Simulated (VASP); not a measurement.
# KHCl (P4/nmm) in VASP: single point with PBE

Aim: the single point of KHCl with PBE.

Program: VASP 6.6.1. These are calculated values, not measurements. Logs are shortened: lines on timing, memory, paths and dates and some standing lists are left out, and cuts for length are marked.

## 1. The cell of the first run

It takes space group P4/nmm (No. 129, tetragonal). Conventional cell: a = 4.411 Å, b = 4.411 Å, c = 7.207 Å, α = 90.00°, β = 90.00°, γ = 90.00°. K (site symmetry 4mm) has 4 H at 2.70 Å and 5 Cl at 3.14 to 3.27 Å within 3.6 Å. Within 3.6 Å of H (site symmetry -4m2) lie 4 K at 2.70 Å and 4 H at 3.12 Å and 4 Cl at 3.35 Å. Within 4.1 Å of Cl (site symmetry 4mm) lie 6 K at 3.14 to 4.07 Å and 4 H at 3.35 Å and 4 Cl at 3.80 Å.

## 2. Single point, PBE

Contents of POSCAR:

```
KHCl
1.0
    4.4112820000      0.0000000000      0.0000000000
    0.0000000000      4.4112820000      0.0000000000
    0.0000000000      0.0000000000      7.2073620000
K H Cl
2 2 2
Direct
    0.0000000000      0.5000000000      0.2150000000
    0.5000000000      0.0000000000      0.7850000000
    0.0000000000      0.0000000000      0.0000000000
    0.5000000000      0.5000000000      0.0000000000
    0.0000000000      0.5000000000      0.6500000000
    0.5000000000      0.0000000000      0.3500000000
```

Contents of INCAR.step1:

```
SYSTEM = KHCl
  PREC = Accurate
  ENCUT = 520
  EDIFF = 1E-7
  ISMEAR = -1
  SIGMA = 0.1
  LREAL = .FALSE.
  LASPH = .TRUE.
  NELM = 60
  ALGO = Normal
  ISIF = 2
  LWAVE = .FALSE.
  LCHARG = .TRUE.
  GGA = PE
  NBANDS = 26
```

Contents of KPOINTS.step1:

```
regular mesh
0
G
  8 8 5
  0 0 0
```

Contents of INCAR.step2:

```
SYSTEM = KHCl
  PREC = Accurate
  ENCUT = 520
  EDIFF = 1E-7
  ISMEAR = -5
  SIGMA = 0.1
  LREAL = .FALSE.
  LASPH = .TRUE.
  NELM = 60
  ALGO = Normal
  ISIF = 2
  LWAVE = .FALSE.
  LCHARG = .FALSE.
  GGA = PE
  LORBIT = 11
  NEDOS = 2001
  ICHARG = 11
```

Contents of KPOINTS.step2:

```
regular mesh
0
G
  12 12 8
  0 0 0
```

Potentials or basis: VASP PAW PBE potentials, release 64 (K_sv, H, Cl).

Run with:

```bash
> cat potpaw_PBE.64/K_sv/POTCAR potpaw_PBE.64/H/POTCAR potpaw_PBE.64/Cl/POTCAR > POTCAR
> cp INCAR.step1 INCAR
> cp KPOINTS.step1 KPOINTS
> mpirun -np 1 vasp_std > vasp.out
> cp INCAR.step2 INCAR
> cp KPOINTS.step2 KPOINTS
> mpirun -np 1 vasp_std > vasp.out
```

OUTCAR:

```text
SYSTEM = KHCl
   PREC = Accurate
   ENCUT = 520
   EDIFF = 1E-7
   ISMEAR = -5
   LREAL = .FALSE.
   LASPH = .TRUE.
   NELM = 60
   ISIF = 2
   GGA = PE
   LORBIT = 11
   ICHARG = 11

 ion  position               nearest neighbor table
   1  0.000  0.500  0.215-   5 3.14
   2  0.500  0.000  0.785-   6 3.14
   3  0.000  0.000  0.000-
   4  0.500  0.500  0.000-
   5  0.000  0.500  0.650-   1 3.14
   6  0.500  0.000  0.350-   2 3.14

  LATTYP: Found a simple tetragonal cell.
 ALAT       =     4.4112820000
 C/A-ratio  =     1.6338474847

  Lattice vectors:

 A1 = (   4.4112820000,   0.0000000000,   0.0000000000)
 A2 = (   0.0000000000,   4.4112820000,   0.0000000000)
 A3 = (   0.0000000000,   0.0000000000,   7.2073620000)

Analysis of symmetry for initial positions (statically):
=====================================================================
 Subroutine PRICEL returns:
 Original cell was already a primitive cell.

 Routine SETGRP: Setting up the symmetry group for a
 simple tetragonal supercell.

 Subroutine GETGRP returns: Found 16 space group operations
 (whereof  8 operations were pure point group operations)
 out of a pool of 16 trial point group operations.

The static configuration has the point symmetry D_2d.
 The point group associated with its full space group is D_4h.

Analysis of symmetry for dynamics (positions and initial velocities):
=====================================================================
 Subroutine PRICEL returns:
 Original cell was already a primitive cell.

 Routine SETGRP: Setting up the symmetry group for a
 simple tetragonal supercell.

 Subroutine GETGRP returns: Found 16 space group operations
 (whereof  8 operations were pure point group operations)
 out of a pool of 16 trial point group operations.

The dynamic configuration has the point symmetry D_2d.
 The point group associated with its full space group is D_4h.

 Subroutine INISYM returns: Found 16 space group operations
 (whereof  8 operations are pure point group operations),
 and found     1 'primitive' translations

----------------------------------------------------------------------------------------

                                     Primitive cell

  volume of cell :     140.2510

  direct lattice vectors                    reciprocal lattice vectors
     4.411282000  0.000000000  0.000000000     0.226691470  0.000000000  0.000000000
     0.000000000  4.411282000  0.000000000     0.000000000  0.226691470  0.000000000
     0.000000000  0.000000000  7.207362000     0.000000000  0.000000000  0.138747020

  length of vectors
     4.411282000  4.411282000  7.207362000     0.226691470  0.226691470  0.138747020

  position of ions in fractional coordinates (direct lattice)
     0.000000000  0.500000000  0.215000000
     0.500000000  0.000000000  0.785000000
     0.000000000  0.000000000  0.000000000
     0.500000000  0.500000000  0.000000000
     0.000000000  0.500000000  0.650000000
     0.500000000  0.000000000  0.350000000

  ion indices of the primitive-cell ions
   primitive index   ion index
                 1           1
                 2           2
                 3           3
                 4           4
                 5           5
                 6           6

----------------------------------------------------------------------------------------

 KPOINTS: regular mesh

Automatic generation of k-mesh.
 Grid dimensions read from file:
 generate k-points for:   12   12    8

 Generating k-lattice:

  Cartesian coordinates                     Fractional coordinates (reciprocal lattice)
     0.018890956  0.000000000  0.000000000     0.083333333  0.000000000  0.000000000
     0.000000000  0.018890956  0.000000000     0.000000000  0.083333333  0.000000000
     0.000000000  0.000000000  0.017343378     0.000000000  0.000000000  0.125000000

  Length of vectors
     0.018890956  0.018890956  0.017343378

  Shift w.r.t. Gamma in fractional coordinates (k-lattice)
     0.000000000  0.000000000  0.000000000

 TETIRR: Found   1728 inequivalent tetrahedra from     6912

 Subroutine IBZKPT returns following result:
 ===========================================

 Found    140 irreducible k-points:

 Following reciprocal coordinates:
            Coordinates               Weight
  0.000000  0.000000  0.000000      1.000000
  0.083333  0.000000  0.000000      4.000000
  0.166667  0.000000  0.000000      4.000000
  0.250000  0.000000  0.000000      4.000000
  0.333333  0.000000  0.000000      4.000000
  0.416667  0.000000  0.000000      4.000000
[... 16 lines left out ...]
  0.333333  0.333333  0.000000      4.000000
  0.416667  0.333333  0.000000      8.000000
 [... further k-points ...]
   k-points           NKPTS =    140   k-points in BZ     NKDIM =    140   number of bands    NBANDS=     21
   number of dos      NEDOS =   2001   number of ions     NIONS =      6
   total plane-waves  NPLWV =  69984
   dimension x,y,z NGX =    36 NGY =   36 NGZ =   54
   dimension x,y,z NGXF=    72 NGYF=   72 NGZF=  108
   ions per type =               2   2   2
   NGX,Y,Z   is equivalent  to a cutoff of  13.57, 13.57, 12.46 a.u.
   NGXF,Y,Z  is equivalent  to a cutoff of  27.13, 27.13, 24.91 a.u.
 SYSTEM =  KHCl
   PREC   = accura    normal or accurate (medium, high low for compatibility)
   ISTART =      0    job   : 0-new  1-cont  2-samecut
   ICHARG =     11    charge: 1-file 2-atom 10-const
   ISPIN  =      1    spin polarized calculation?
   LNONCOLLINEAR =      F non collinear calculations
   LSORBIT =      F    spin-orbit coupling
   LASPH  =      T    aspherical Exc in radial PAW
   ENCUT  =  520.0 eV  38.22 Ry    6.18 a.u.   8.20  8.20 13.40*2*pi/ulx,y,z
   NELM   =     60;   NELMIN=  2; NELMDL=  0     # of ELM steps
   EDIFF  = 0.1E-06   stopping-criterion for ELM
   LREAL  =      F    real-space projection
   EDIFFG = 0.1E-05   stopping-criterion for IOM
   NSW    =      0    number of steps for IOM
   IBRION =     -1    ionic relax: 0-MD 1-quasi-New 2-CG
   NFREE  =      0    steps in history (QN), initial steepest desc. (CG)
   ISIF   =      2    stress and relaxation
   ISYM   =      2    0-nonsym 1-usesym 2-fastsym
   POTIM  = 0.5000    time-step for ionic-motion
   TEBEG  =    0.0;   TEEND  =   0.0 temperature during run
   PSTRESS=    0.0 pullay stress
   NELECT =      34.0000    total number of electrons
   NUPDOWN=      -1.0000    fix difference up-down
   EMIN   =  10.00;   EMAX   =-10.00  energy-range for DOS
   EFERMI =   0.00;   METHOD = LEGACY
   ISMEAR =    -5;   SIGMA  =   0.10  broadening in eV -4-tet -1-fermi 0-gaus
   EFERMI_NEDOS =   21; number of points for ismear=-14 and -15
   IALGO  =     38    algorithm
   IMIX   =      4    mixing-type and parameters
     AMIX     =   0.40;   BMIX     =  1.00
     AMIX_MAG =   1.60;   BMIX_MAG =  1.00
  volume/ion in A,a.u.               =      23.38       157.74
  Fermi-wavevector in a.u.,A,eV,Ry     =   1.020781  1.928996 14.177180  1.041993
  Thomas-Fermi vector in A             =   2.154369
   LORBIT       =     11    0 simple, 1 ext, 2 COOP (PROOUT), +10 PAW based schemes
   GGA     = PE    functional components
   LHFCALC =     F    Hartree Fock is set to
   AEXX    =    0.0000 exact exchange contribution
   IVDW    =     0    specifies the selected vdW correction
   LEPSILON=     F    determine dielectric tensor
   LRPA    =     F    only Hartree local field effects (RPA)
 non-spin polarized calculation
 Fermi weights with tetrahedron method with Bloechl corrections
  energy-cutoff  :      520.00
  volume of cell :      140.25
 maximum number of plane-waves:      3800
 NGX is ok and might be reduce to    36

 number of electron      33.9999998 magnetization

 Free energy of the ion-electron system (eV)
  ---------------------------------------------------
  ext. energy  EPLUGINS =         0.00000000
  ---------------------------------------------------
  free energy    TOTEN  =       -14.00183627 eV

  energy without entropy =      -14.00183627  energy(sigma->0) =      -14.00183627

 E-fermi :  -1.7337     XC(G=0):  -7.7105

 val. band max:       -1.7227308247   @ k =   0.5000   0.3333   0.5000
 cond. band min:      -1.7398928312   @ k =   0.5000   0.2500   0.5000
 fundamental gap:     -0.0171620064
 Fermi energy:        -1.7336999935

 k-point     1 :       0.0000    0.0000    0.0000
  band No.  band energies     occupation
      1     -29.3856      2.00000
      2     -29.3761      2.00000
      3     -14.6167      2.00000
      4     -14.3024      2.00000
      5     -12.9083      2.00000
      6     -12.8846      2.00000
[... 13 lines left out ...]
     20       5.4245      0.00000
     21       5.7332      0.00000

 k-point     2 :       0.0833    0.0000    0.0000
  band No.  band energies     occupation
      1     -29.3852      2.00000
      2     -29.3760      2.00000
      3     -14.6139      2.00000
      4     -14.3118      2.00000
      5     -12.9265      2.00000
      6     -12.8835      2.00000
[... 13 lines left out ...]
     20       5.4917      0.00000
     21       5.7947      0.00000

 k-point     3 :       0.1667    0.0000    0.0000
  band No.  band energies     occupation
      1     -29.3840      2.00000
      2     -29.3758      2.00000
      3     -14.6054      2.00000
      4     -14.3381      2.00000
      5     -12.9531      2.00000
      6     -12.8873      2.00000
[... 13 lines left out ...]
     20       5.6229      0.00000
     21       5.6918      0.00000

 k-point     4 :       0.2500    0.0000    0.0000
  band No.  band energies     occupation
      1     -29.3823      2.00000
      2     -29.3755      2.00000
      3     -14.5910      2.00000
      4     -14.3767      2.00000
      5     -12.9714      2.00000
      6     -12.8989      2.00000
[... 13 lines left out ...]
     20       5.7087      0.00000
     21       5.7151      0.00000

 k-point     5 :       0.3333    0.0000    0.0000
  band No.  band energies     occupation
      1     -29.3803      2.00000
      2     -29.3755      2.00000
      3     -14.5704      2.00000
      4     -14.4216      2.00000
      5     -12.9774      2.00000
      6     -12.9161      2.00000
[... 13 lines left out ...]
     20       5.7796      0.00000
     21       5.7909      0.00000
[... 382 lines left out ...]
     20       5.2509      0.00000
     21       6.6721      0.00000

 k-point    22 :       0.5000    0.2500    0.0000
  band No.  band energies     occupation
      1     -29.3751      2.00000
      2     -29.3751      2.00000
      3     -14.4507      2.00000
      4     -14.4507      2.00000
      5     -12.9598      2.00000
      6     -12.9598      2.00000
[... 13 lines left out ...]
     20       5.1673      0.00000
     21       6.9125      0.00000

 k-point    23 :       0.3333    0.3333    0.0000
  band No.  band energies     occupation
      1     -29.3763      2.00000
      2     -29.3739      2.00000
      3     -14.4800      2.00000
      4     -14.3989      2.00000
      5     -12.9660      2.00000
      6     -12.9654      2.00000
[... 13 lines left out ...]
     20       5.1278      0.00000
     21       6.8282      0.00000

 k-point    24 :       0.4167    0.3333    0.0000
  band No.  band energies     occupation
      1     -29.3750      2.00000
      2     -29.3738      2.00000
      3     -14.4468      2.00000
      4     -14.4039      2.00000
      5     -12.9730      2.00000
      6     -12.9681      2.00000
[... 13 lines left out ...]
     20       4.9406      0.00000
     21       7.2057      0.00000

 [... further k-points ...]

------------------------ aborting loop because EDIFF is reached ----------------------------------------

  FORCE on cell =-STRESS in cart. coord.  units (eV):
  Direction    XX          YY          ZZ          XY          YZ          ZX
  --------------------------------------------------------------------------------------
  -------------------------------------------------------------------------------------
  Total        0.9944353      0.9944353      0.7314496      0.0000000      0.0000000     -0.0000000
  in kB       11.3600732     11.3600732      8.3558186      0.0000000      0.0000000     -0.0000000
  external PRESSURE =      10.3586550 kB  Pullay stress =       0.0000000 kB

 VOLUME and BASIS-vectors are now :
 -----------------------------------------------------------------------------
  energy-cutoff  :      520.00
  volume of cell :      140.25
      direct lattice vectors                 reciprocal lattice vectors
     4.411282000  0.000000000  0.000000000     0.226691470  0.000000000  0.000000000
     0.000000000  4.411282000  0.000000000     0.000000000  0.226691470  0.000000000
     0.000000000  0.000000000  7.207362000     0.000000000  0.000000000  0.138747020

 POSITION                                       TOTAL-FORCE (eV/Angst)
 -----------------------------------------------------------------------------------
      0.00000      2.20564      1.54958         0.000000     -0.000000      0.620739
      2.20564      0.00000      5.65778         0.000000     -0.000000     -0.620739
      0.00000      0.00000      0.00000         0.000000     -0.000000      0.000000
      2.20564      2.20564      0.00000         0.000000      0.000000      0.000000
      0.00000      2.20564      4.68479         0.000000     -0.000000      0.564514
      2.20564      0.00000      2.52258         0.000000      0.000000     -0.564514
 -----------------------------------------------------------------------------------
    total drift:                                0.000000      0.000000     -0.000000

  FREE ENERGIE OF THE ION-ELECTRON SYSTEM (eV)
  ---------------------------------------------------
  free  energy   TOTEN  =       -14.0018362723 eV

  energy  without entropy=      -14.0018362723  energy(sigma->0) =      -14.00183627

 total charge

# of ion       s       p       d       tot
------------------------------------------
    1        1.959   5.584   0.025   7.568
    2        1.959   5.584   0.025   7.568
    3        0.400   0.001   0.000   0.400
    4        0.400   0.001   0.000   0.400
    5        1.602   3.489   0.000   5.092
    6        1.602   3.489   0.000   5.092
--------------------------------------------------
tot          7.922  18.148   0.049  26.119
```

Run time: 5.6 min. Hardware: 1 thread of Intel Xeon Platinum 8375C at 2.90GHz (Ice Lake), shared host; peak memory 0.5 GiB.

Results:

```yaml
Valence_electrons_inside_the_program's_atomic_spheres: K 7.57; H 0.40; Cl 5.09
```

Caveat: tetrahedron occupations give inexact forces and stress in metals.
